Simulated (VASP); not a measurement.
Set up this calculation in VASP 6.6.1, as the native input.

```
Task                   : single point
Functional             : revPBE
Potentials or basis    : VASP PAW PBE potentials, release 64 (Ti_sv)
Cutoff                 : 520 eV
k mesh                 : 20 × 20 × 11
Occupations            : fermi-dirac, width 0.05 eV
Spin                   : collinear spin
Starting moments       : [1.0, 1.0] μB
Dipole correction      : no
Further INCAR settings : ALGO = Normal; EDIFF = 1e-06; NBANDS = 23
```

The structure of Ti lies in POSCAR:

```
Ti
1.0
    2.9598162616      0.0000000000      0.0000000000
   -1.4799081308      2.5632760730      0.0000000000
    0.0000000000      0.0000000000      4.6832121787
Ti
2
Direct
    0.3333333333      0.6666666667      0.2500000000
    0.6666666667      0.3333333333      0.7500000000
```

These files were run (other wordings do the same):

INCAR

```
SYSTEM = Ti
ALGO = Normal
EDIFF = 1E-6
ENCUT = 520
GGA = RE
ISIF = 2
ISMEAR = -1
ISPIN = 2
LASPH = .TRUE.
LCHARG = .FALSE.
LMAXMIX = 4
LORBIT = 11
LREAL = .FALSE.
LWAVE = .FALSE.
MAGMOM = 1 1
NBANDS = 23
NELM = 150
PREC = Accurate
SIGMA = 0.05
```

KPOINTS

```
k-points
0
G
  20 20 11
  0 0 0
```

Potentials or basis: VASP PAW PBE potentials, release 64 (Ti_sv).

Run with:

```console
$ cat potpaw_PBE.64/Ti_sv/POTCAR > POTCAR
$ mpirun -np 1 vasp_std > vasp.out
```

Results of the run:

```
Pressure                                              : -0.3 GPa
Band gap on the k mesh                                : zero (filled and empty bands overlap)
Net moment                                            : 0.00 μB per cell
Valence electrons inside the program's atomic spheres : Ti 10.22
```

Caveat: the PAW data sets were made with another functional, which shifts forces and pressure a little.

It took 4.1 min on 1 thread of Intel(R) Xeon(R) Platinum 8259CL CPU @ 2.50GHz (Skylake/Cascade Lake) (shared host), peak memory 0.39 GiB.
